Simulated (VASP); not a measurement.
Wanted: the native input for a VASP 6.6.1 run.

```
Task                   : single point
Functional             : PBE
Potentials or basis    : VASP PAW PBE potentials, release 64 (Cd, Se, S)
Cutoff                 : 520 eV
k mesh                 : 4 × 4 × 4
Occupations            : gaussian, width 0.1 eV
Spin                   : no spin polarisation
Dipole correction      : no
Further INCAR settings : ALGO = Normal; EDIFF = 1e-07; NBANDS = 26
```

The structure of CdSe3S lies in POSCAR:

```
CdSe3S
1.0
    4.6335792600      0.0000000000      0.0000000000
    0.0000000000      4.6335792600      0.0000000000
    0.0000000000      0.0000000000      5.8631214500
Cd Se S
1 3 1
Direct
    0.0000000000      0.0000000000      0.0000000000
    0.5000000000      0.5000000000      0.1059000000
    0.0000000000      0.5000000000      0.5000000000
    0.5000000000      0.0000000000      0.5000000000
    0.5000000000      0.5000000000      0.6620000000
```

These files were run (other wordings do the same):

INCAR

```
SYSTEM = CdSe3S
  PREC = Accurate
  ENCUT = 520
  EDIFF = 1E-7
  ISMEAR = 0
  SIGMA = 0.1
  LREAL = .FALSE.
  LASPH = .TRUE.
  NELM = 100
  ALGO = Normal
  ISIF = 2
  LWAVE = .FALSE.
  LCHARG = .FALSE.
  GGA = PE
  NBANDS = 26
```

KPOINTS

```
Automatic mesh
0
G
  4 4 4
  0 0 0
```

Potentials or basis: VASP PAW PBE potentials, release 64 (Cd, Se, S).

Command:

```sh
$ cat potpaw_PBE.64/Cd/POTCAR potpaw_PBE.64/Se/POTCAR potpaw_PBE.64/S/POTCAR > POTCAR
$ mpirun -np 1 vasp_std > vasp.out
```

It gave:

- Pressure: -1.7 GPa
- Largest force: 0.665 eV/Å
- Band gap on the k mesh: zero (band 18 reaches 3.70 eV, above the bottom of band 19 at 2.11 eV)

Run time: 25 s on 1 thread of Intel(R) Xeon(R) 6975P-C (Granite Rapids), on a shared host, peak memory 0.26 GiB.
